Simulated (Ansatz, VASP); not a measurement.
## One calculation of La2O3, two programs

```
La O
1.0
     3.91947    0.00000    0.00000
    -1.95974    3.39436    0.00000
     0.00000    0.00000    6.10327
La O
2 3
Direct
  0.66667 0.33333 0.75393
  0.33333 0.66667 0.24607
  0.66667 0.33333 0.35392
  0.33333 0.66667 0.64608
  0.00000 0.00000 0.00000
```

Alike in both runs: functional PBE; dispersion D4; k mesh 6 × 6 × 4; occupations fermi-dirac, width 0.02 eV; no spin polarisation.

Ansatz relaxed the structure, and its values are those at the end. VASP's run is a single point on that final structure, the one shown.

|  | VASP | Ansatz |
| --- | --- | --- |
| version | VASP 6.6.1 | Ansatz 0.2.0 |
| potentials or method | VASP PAW PBE potentials, release 64 (La, O), cutoff 520 eV | plane waves, PAW |
| valence electrons in the cell | 40 | 40 |

Ansatz gave:

```
pressure (GPa)                     : 0.0
rms of the force components (eV/Å) : 0.001
```

**Question.** Estimate VASP's values.

**Answer.** Pressure (GPa): -0.3; rms of the force components (eV/Å): 0.005.

Neither program's run includes spin-orbit coupling.
